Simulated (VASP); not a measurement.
# Lu (P6_3/mmc) in VASP: further runs

Runs on Lu. Level: PBE. Tasks: single point, relaxation of cell and atoms.

Program: VASP 6.6.1. These are calculated values, not measurements. Logs are shortened: lines on timing, memory, paths and dates and some standing lists are left out, and cuts for length are marked.

### Step 1. The cell of the first run

The structure is hexagonal, space group P6_3/mmc (No. 194). Conventional cell: a = 2.929 Å, b = 2.929 Å, c = 4.758 Å, α = 90.00°, β = 90.00°, γ = 120.00°. Lu (site symmetry -6m2) has 12 Lu at 2.92 to 2.93 Å within 3.8 Å.

### Step 2. Single point, PBE

INCAR

```
SYSTEM = Lu
PREC = Accurate
ENCUT = 520
EDIFF = 1E-6
ISMEAR = -1
SIGMA = 0.08
LREAL = .FALSE.
LASPH = .TRUE.
NELM = 80
ALGO = Normal
ISIF = 2
LWAVE = .FALSE.
LCHARG = .TRUE.
GGA = PE
LELF = .TRUE.
LVHAR = .TRUE.
NBANDS = 32
```

KPOINTS

```
Automatic mesh
0
G
  15 15 8
  0 0 0
```

POSCAR

```
Lu
1.0
    2.9294077187      0.0000000000      0.0000000000
   -1.4647038593      2.5369415024      0.0000000000
    0.0000000000      0.0000000000      4.7584029523
Lu
2
Direct
    0.3333333333      0.6666666667      0.2500000000
    0.6666666667      0.3333333333      0.7500000000
```

Potentials or basis: VASP PAW PBE potentials, release 64 (Lu).

On the command line:

```
$ cat potpaw_PBE.64/Lu/POTCAR > POTCAR
$ mpirun -np 1 vasp_std > vasp.out
```

OUTCAR:

```text
SYSTEM = Lu
   PREC = Accurate
   ENCUT = 520
   EDIFF = 1E-6
   ISMEAR = -1
   LREAL = .FALSE.
   LASPH = .TRUE.
   NELM = 80
   ISIF = 2
   GGA = PE

 ion  position               nearest neighbor table
   1  0.333  0.667  0.250-   2 2.92   2 2.92   2 2.92   2 2.92   2 2.92   2 2.92
   2  0.667  0.333  0.750-   1 2.92   1 2.92   1 2.92   1 2.92   1 2.92   1 2.92

  LATTYP: Found a hexagonal cell.
 ALAT       =     2.9294077187
 C/A-ratio  =     1.6243566650

  Lattice vectors:

 A1 = (   2.9294077187,   0.0000000000,   0.0000000000)
 A2 = (  -1.4647038593,   2.5369415024,   0.0000000000)
 A3 = (   0.0000000000,   0.0000000000,   4.7584029523)

Analysis of symmetry for initial positions (statically):
=====================================================================
 Subroutine PRICEL returns:
 Original cell was already a primitive cell.

 Routine SETGRP: Setting up the symmetry group for a
 hexagonal supercell.

 Subroutine GETGRP returns: Found 24 space group operations
 (whereof 12 operations were pure point group operations)
 out of a pool of 24 trial point group operations.

The static configuration has the point symmetry D_3d.
 The point group associated with its full space group is D_6h.

Analysis of symmetry for dynamics (positions and initial velocities):
=====================================================================
 Subroutine PRICEL returns:
 Original cell was already a primitive cell.

 Routine SETGRP: Setting up the symmetry group for a
 hexagonal supercell.

 Subroutine GETGRP returns: Found 24 space group operations
 (whereof 12 operations were pure point group operations)
 out of a pool of 24 trial point group operations.

The dynamic configuration has the point symmetry D_3d.
 The point group associated with its full space group is D_6h.

 Subroutine INISYM returns: Found 24 space group operations
 (whereof 12 operations are pure point group operations),
 and found     1 'primitive' translations

----------------------------------------------------------------------------------------

                                     Primitive cell

  volume of cell :      35.3632

  direct lattice vectors                    reciprocal lattice vectors
     2.929407719  0.000000000  0.000000000     0.341365933  0.197087713  0.000000000
    -1.464703859  2.536941502  0.000000000     0.000000000  0.394175427  0.000000000
     0.000000000  0.000000000  4.758402952     0.000000000  0.000000000  0.210154543

  length of vectors
     2.929407719  2.929407719  4.758402952     0.394175427  0.394175427  0.210154543

  position of ions in fractional coordinates (direct lattice)
     0.333333333  0.666666667  0.250000000
     0.666666667  0.333333333  0.750000000

  ion indices of the primitive-cell ions
   primitive index   ion index
                 1           1
                 2           2

----------------------------------------------------------------------------------------

 KPOINTS: Automatic mesh

Automatic generation of k-mesh.
 Grid dimensions read from file:
 generate k-points for:   15   15    8

 Generating k-lattice:

  Cartesian coordinates                     Fractional coordinates (reciprocal lattice)
     0.022757729  0.013139181  0.000000000     0.066666667  0.000000000  0.000000000
     0.000000000  0.026278362  0.000000000     0.000000000  0.066666667  0.000000000
     0.000000000  0.000000000  0.026269318     0.000000000  0.000000000  0.125000000

  Length of vectors
     0.026278362  0.026278362  0.026269318

  Shift w.r.t. Gamma in fractional coordinates (k-lattice)
     0.000000000  0.000000000  0.000000000

 Subroutine IBZKPT returns following result:
 ===========================================

 Found    135 irreducible k-points:

 Following reciprocal coordinates:
            Coordinates               Weight
  0.000000  0.000000  0.000000      1.000000
  0.066667  0.000000  0.000000      6.000000
  0.133333  0.000000  0.000000      6.000000
  0.200000  0.000000  0.000000      6.000000
  0.266667  0.000000  0.000000      6.000000
  0.333333  0.000000  0.000000      6.000000
[... 16 lines left out ...]
  0.333333  0.200000  0.000000     12.000000
  0.400000  0.200000  0.000000      6.000000
 [... further k-points ...]
   k-points           NKPTS =    135   k-points in BZ     NKDIM =    135   number of bands    NBANDS=     32
   number of dos      NEDOS =    301   number of ions     NIONS =      2
   total plane-waves  NPLWV =  20736
   dimension x,y,z NGX =    24 NGY =   24 NGZ =   36
   dimension x,y,z NGXF=    48 NGYF=   48 NGZF=   72
   ions per type =               2
   NGX,Y,Z   is equivalent  to a cutoff of  13.62, 13.62, 12.58 a.u.
   NGXF,Y,Z  is equivalent  to a cutoff of  27.24, 27.24, 25.15 a.u.
 SYSTEM =  Lu
   PREC   = accura    normal or accurate (medium, high low for compatibility)
   ISTART =      0    job   : 0-new  1-cont  2-samecut
   ICHARG =      2    charge: 1-file 2-atom 10-const
   ISPIN  =      1    spin polarized calculation?
   LNONCOLLINEAR =      F non collinear calculations
   LSORBIT =      F    spin-orbit coupling
   LASPH  =      T    aspherical Exc in radial PAW
   ENCUT  =  520.0 eV  38.22 Ry    6.18 a.u.   5.45  5.45  8.85*2*pi/ulx,y,z
   NELM   =     80;   NELMIN=  2; NELMDL= -5     # of ELM steps
   EDIFF  = 0.1E-05   stopping-criterion for ELM
   LREAL  =      F    real-space projection
   EDIFFG = 0.1E-04   stopping-criterion for IOM
   NSW    =      0    number of steps for IOM
   IBRION =     -1    ionic relax: 0-MD 1-quasi-New 2-CG
   NFREE  =      0    steps in history (QN), initial steepest desc. (CG)
   ISIF   =      2    stress and relaxation
   ISYM   =      2    0-nonsym 1-usesym 2-fastsym
   POTIM  = 0.5000    time-step for ionic-motion
   TEBEG  =    0.0;   TEEND  =   0.0 temperature during run
   PSTRESS=    0.0 pullay stress
   NELECT =      50.0000    total number of electrons
   NUPDOWN=      -1.0000    fix difference up-down
   EMIN   =  10.00;   EMAX   =-10.00  energy-range for DOS
   EFERMI =   0.00;   METHOD = LEGACY
   ISMEAR =    -1;   SIGMA  =   0.08  broadening in eV -4-tet -1-fermi 0-gaus
   EFERMI_NEDOS =   21; number of points for ismear=-14 and -15
   IALGO  =     38    algorithm
   IMIX   =      4    mixing-type and parameters
     AMIX     =   0.40;   BMIX     =  1.00
     AMIX_MAG =   1.60;   BMIX_MAG =  1.00
  volume/ion in A,a.u.               =      17.68       119.32
  Fermi-wavevector in a.u.,A,eV,Ry     =   1.837445  3.472267 45.936043  3.376204
  Thomas-Fermi vector in A             =   2.890421
   LORBIT       =      0    0 simple, 1 ext, 2 COOP (PROOUT), +10 PAW based schemes
   GGA     = PE    functional components
   LHFCALC =     F    Hartree Fock is set to
   AEXX    =    0.0000 exact exchange contribution
   IVDW    =     0    specifies the selected vdW correction
   LEPSILON=     F    determine dielectric tensor
   LRPA    =     F    only Hartree local field effects (RPA)
 non-spin polarized calculation
  energy-cutoff  :      520.00
  volume of cell :       35.36
 maximum number of plane-waves:       989
 NGX is ok and might be reduce to    24

 number of electron      50.0000002 magnetization

 Free energy of the ion-electron system (eV)
  ---------------------------------------------------
  ext. energy  EPLUGINS =         0.00000000
  ---------------------------------------------------
  free energy    TOTEN  =        -6.44285050 eV

  energy without entropy =       -6.40152631  energy(sigma->0) =       -6.42218840

 E-fermi :   4.4774     XC(G=0): -13.3697

 val. band max:        4.4667041829   @ k =   0.4000   0.0667   0.3750
 cond. band min:       4.4809069892   @ k =   0.3333   0.1333   0.5000
 fundamental gap:      0.0142028063
 Fermi energy:         4.4773821227

 k-point     1 :       0.0000    0.0000    0.0000
  band No.  band energies     occupation
      1     -51.1575      2.00000
      2     -50.8968      2.00000
      3     -23.0745      2.00000
      4     -21.0906      2.00000
      5     -21.0906      2.00000
      6     -20.8010      2.00000
[... 24 lines left out ...]
     31       9.4841      0.00000
     32       9.4841      0.00000

 k-point     2 :       0.0667    0.0000    0.0000
  band No.  band energies     occupation
      1     -51.1479      2.00000
      2     -50.8922      2.00000
      3     -23.0433      2.00000
      4     -21.1730      2.00000
      5     -21.1159      2.00000
      6     -20.8878      2.00000
[... 24 lines left out ...]
     31       9.1746      0.00000
     32       9.2697      0.00000

 k-point     3 :       0.1333    0.0000    0.0000
  band No.  band energies     occupation
      1     -51.1206      2.00000
      2     -50.8795      2.00000
      3     -22.9523      2.00000
      4     -21.4034      2.00000
      5     -21.1849      2.00000
      6     -21.1238      2.00000
[... 24 lines left out ...]
     31       8.7642      0.00000
     32       8.9354      0.00000

 k-point     4 :       0.2000    0.0000    0.0000
  band No.  band energies     occupation
      1     -51.0792      2.00000
      2     -50.8615      2.00000
      3     -22.8087      2.00000
      4     -21.7364      2.00000
      5     -21.4487      2.00000
      6     -21.2815      2.00000
[... 24 lines left out ...]
     31       8.8706      0.00000
     32       9.8147      0.00000

 k-point     5 :       0.2667    0.0000    0.0000
  band No.  band energies     occupation
      1     -51.0295      2.00000
      2     -50.8428      2.00000
      3     -22.6250      2.00000
      4     -22.1079      2.00000
      5     -21.7948      2.00000
      6     -21.3867      2.00000
[... 584 lines left out ...]
     31      11.8875      0.00000
     32      13.4573      0.00000

 k-point    22 :       0.2667    0.2000    0.0000
  band No.  band energies     occupation
      1     -50.9233      2.00000
      2     -50.8182      2.00000
      3     -22.4917      2.00000
      4     -22.2953      2.00000
      5     -22.1720      2.00000
      6     -21.7268      2.00000
[... 24 lines left out ...]
     31      12.6953      0.00000
     32      13.7955      0.00000

 k-point    23 :       0.3333    0.2000    0.0000
  band No.  band energies     occupation
      1     -50.8893      2.00000
      2     -50.8189      2.00000
      3     -22.6338      2.00000
      4     -22.3155      2.00000
      5     -21.9935      2.00000
      6     -21.8851      2.00000
[... 24 lines left out ...]
     31      13.0952      0.00000
     32      13.7240      0.00000

 k-point    24 :       0.4000    0.2000    0.0000
  band No.  band energies     occupation
      1     -50.8747      2.00000
      2     -50.8218      2.00000
      3     -22.6832      2.00000
      4     -22.3101      2.00000
      5     -21.9544      2.00000
      6     -21.9062      2.00000
[... 24 lines left out ...]
     31      13.3685      0.00000
     32      13.6974      0.00000

 [... further k-points ...]

------------------------ aborting loop because EDIFF is reached ----------------------------------------

  FORCE on cell =-STRESS in cart. coord.  units (eV):
  Direction    XX          YY          ZZ          XY          YZ          ZX
  --------------------------------------------------------------------------------------
  -------------------------------------------------------------------------------------
  Total       11.4436827     11.4436827     11.4337090      0.0000000      0.0000000      0.0000000
  in kB      518.4715132    518.4715132    518.0196410      0.0000000      0.0000000      0.0000000
  external PRESSURE =     518.3208891 kB  Pullay stress =       0.0000000 kB

 VOLUME and BASIS-vectors are now :
 -----------------------------------------------------------------------------
  energy-cutoff  :      520.00
  volume of cell :       35.36
      direct lattice vectors                 reciprocal lattice vectors
     2.929407719  0.000000000  0.000000000     0.341365933  0.197087713  0.000000000
    -1.464703859  2.536941502  0.000000000     0.000000000  0.394175427  0.000000000
     0.000000000  0.000000000  4.758402952     0.000000000  0.000000000  0.210154543

 POSITION                                       TOTAL-FORCE (eV/Angst)
 -----------------------------------------------------------------------------------
     -0.00000      1.69129      1.18960         0.000000     -0.000000      0.000000
      1.46470      0.84565      3.56880        -0.000000      0.000000      0.000000
 -----------------------------------------------------------------------------------
    total drift:                               -0.000000      0.000000     -0.000000

  FREE ENERGIE OF THE ION-ELECTRON SYSTEM (eV)
  ---------------------------------------------------
  free  energy   TOTEN  =        -6.4428505013 eV

  energy  without entropy=       -6.4015263063  energy(sigma->0) =       -6.42218840
```

Run time: 77 s. Hardware: 1 thread of Intel Xeon Platinum 8559C (Emerald Rapids), shared host; peak memory 0.26 GiB.

Results:

```
Free energy            : -6.4429 eV
Pressure               : 51.8 GPa
Band gap on the k mesh : zero (bands 25 and 26 overlap by 3.15 eV)
```

Levels at points of the mesh, in eV from the Fermi level:
| k point | band 22 | band 23 | band 24 | band 25 | band 26 | band 27 | band 28 | band 29 |
| --- | --- | --- | --- | --- | --- | --- | --- | --- |
| (0.00, 0.00, 0.00) | -4.33 | -4.32 | -3.52 | 2.55 | 2.55 | 2.63 | 2.99 | 3.72 |
| (0.00, 0.00, 0.50) | -4.37 | -4.33 | -4.33 | 1.28 | 1.28 | 2.48 | 2.48 | 2.48 |

Caveat: the cell stands under pressure; spin-orbit coupling is left out, which moves the levels of the heavy elements.

### Step 3. Single point, PBE

INCAR

```
SYSTEM = Lu
PREC = Accurate
ENCUT = 520
EDIFF = 1E-6
ISMEAR = -1
SIGMA = 0.08
LREAL = .FALSE.
LASPH = .TRUE.
NELM = 100
ALGO = Normal
ISIF = 2
LWAVE = .FALSE.
LCHARG = .FALSE.
GGA = PE
NBANDS = 32
```

KPOINTS

```
regular mesh
0
G
  15 15 8
  0 0 0
```

POSCAR

```
Lu
1.0
    2.9296202831      0.0000000000      0.0000000000
   -1.4648101415      2.5371255886      0.0000000000
    0.0000000000      0.0000000000      4.7584818388
Lu
2
Direct
    0.3333333333      0.6666666667      0.2500000000
    0.6666666667      0.3333333333      0.7500000000
```

Potentials or basis: VASP PAW PBE potentials, release 64 (Lu).

On the command line:

```
$ cat potpaw_PBE.64/Lu/POTCAR > POTCAR
$ mpirun -np 1 vasp_std > vasp.out
```

Run time: 66 s. Hardware: 1 thread of Intel Xeon Platinum 8559C (Emerald Rapids), shared host; peak memory 0.26 GiB.

Results (log left out):

| Property | Result |
| --- | --- |
| Free energy | -6.4447 eV |
| Pressure | 51.8 GPa |
| Band gap on the k mesh | zero (bands 25 and 26 overlap by 3.15 eV) |

Levels at points of the mesh, in eV from the Fermi level:
| k point | band 21 | band 22 | band 23 | band 24 | band 25 | band 26 | band 27 | band 28 | band 29 | band 30 |
| --- | --- | --- | --- | --- | --- | --- | --- | --- | --- | --- |
| (0.00, 0.00, 0.00) | -4.39 | -4.33 | -4.32 | -3.52 | 2.55 | 2.55 | 2.63 | 2.99 | 3.72 | 3.72 |
| (0.00, 0.00, 0.50) | -4.37 | -4.37 | -4.33 | -4.33 | 1.28 | 1.28 | 2.48 | 2.48 | 2.48 | 2.48 |

Caveat: the cell stands under pressure; spin-orbit coupling is left out, which moves the levels of the heavy elements.

### Step 4. Single point, PBE

This run uses another cell than the first one: it holds 4 atoms, not 2.

INCAR

```
SYSTEM = Lu
ALGO = Normal
EDIFF = 1E-6
ENCUT = 520
GGA = PE
ISIF = 2
ISMEAR = -1
LASPH = .TRUE.
LCHARG = .TRUE.
LELF = .TRUE.
LREAL = .FALSE.
LVHAR = .TRUE.
LWAVE = .FALSE.
NBANDS = 58
NELM = 100
PREC = Accurate
SIGMA = 0.08
```

KPOINTS

```
k-points
0
G
  12 12 4
  0 0 0
```

POSCAR

```
Lu
1.0
    2.9329690374      0.0000000000      0.0000000000
   -1.4664845187      2.5400256949      0.0000000000
    0.0000000000      0.0000000000      9.4550846813
Lu
4
Direct
    0.0000000000      0.0000000000      0.0000000000
    0.0000000000      0.0000000000      0.5000000000
    0.3333333333      0.6666666667      0.2500000000
    0.6666666667      0.3333333333      0.7500000000
```

On the command line:

```
$ cat potpaw_PBE.64/Lu/POTCAR > POTCAR
$ mpirun -np 1 vasp_std > vasp.out
```

Wall time 9.6 min (1 thread of Oxide Virtual Turin-like, shared host); peak memory 0.28 GiB.

Results (log left out):

- Free energy: -12.9652 eV
- Pressure: 51.8 GPa
- Band gap on the k mesh: zero (bands 50 and 51 overlap by 2.64 eV)

Levels at points of the mesh, in eV from the Fermi level:
| k point | band 46 | band 47 | band 48 | band 49 | band 50 | band 51 | band 52 | band 53 | band 54 | band 55 |
| --- | --- | --- | --- | --- | --- | --- | --- | --- | --- | --- |
| (0.00, 0.00, 0.00) | -4.32 | -4.32 | -3.54 | 1.28 | 1.34 | 2.19 | 2.19 | 2.34 | 2.34 | 2.77 |
| (0.50, 0.00, 0.00) | -3.62 | -2.84 | -2.06 | -1.13 | -0.82 | -0.49 | 0.98 | 1.61 | 2.09 | 3.29 |
| (0.00, 0.00, 0.50) | -4.32 | -3.57 | -3.57 | 2.06 | 2.06 | 2.12 | 2.12 | 2.44 | 2.44 | 2.44 |
| (0.50, 0.00, 0.50) | -3.10 | -2.89 | -2.89 | -1.79 | -1.79 | 1.17 | 1.17 | 2.58 | 2.58 | 2.82 |

Caveat: the cell stands under pressure; spin-orbit coupling is left out, which moves the levels of the heavy elements.

### Step 5. Single point, PBE

This run uses another cell than the first one: it holds 4 atoms, not 2.

INCAR

```
SYSTEM = Lu
PREC = Accurate
ENCUT = 520
EDIFF = 1E-6
ISMEAR = -1
SIGMA = 0.08
LREAL = .FALSE.
LASPH = .TRUE.
NELM = 60
ALGO = Normal
ISIF = 2
LWAVE = .FALSE.
LCHARG = .FALSE.
GGA = PE
NBANDS = 58
```

KPOINTS

```
Automatic mesh
0
G
  12 12 4
  0 0 0
```

Edit POSCAR of step 4 so:

```diff
@@ -4,3 +4,3 @@
    -1.4664845187      2.5400256949      0.0000000000
-    0.0000000000      0.0000000000      9.4550846813
+    0.0000000000      0.0000000000      9.4550846814
 Lu
```

On the command line:

```
$ cat potpaw_PBE.64/Lu/POTCAR > POTCAR
$ mpirun -np 1 vasp_std > vasp.out
```

Wall time 8 min (1 thread of Oxide Virtual Turin-like, shared host); peak memory 0.28 GiB.

Results (log left out):

```yaml
Free_energy: -12.9652 eV
Pressure: 51.8 GPa
Band_gap_on_the_k_mesh: zero (bands 50 and 51 overlap by 2.64 eV)
```

Levels at points of the mesh, in eV from the Fermi level:
```csv
k point,band 48,band 49,band 50,band 51,band 52,band 53
"(0.00, 0.00, 0.00)",-3.54,1.28,1.34,2.19,2.19,2.34
"(0.50, 0.00, 0.00)",-2.06,-1.13,-0.82,-0.49,0.98,1.61
"(0.00, 0.00, 0.50)",-3.57,2.06,2.06,2.12,2.12,2.44
"(0.50, 0.00, 0.50)",-2.89,-1.79,-1.79,1.17,1.17,2.58
```

Caveat: the cell stands under pressure; spin-orbit coupling is left out, which moves the levels of the heavy elements.

(Part 1 of 2 ends here.)
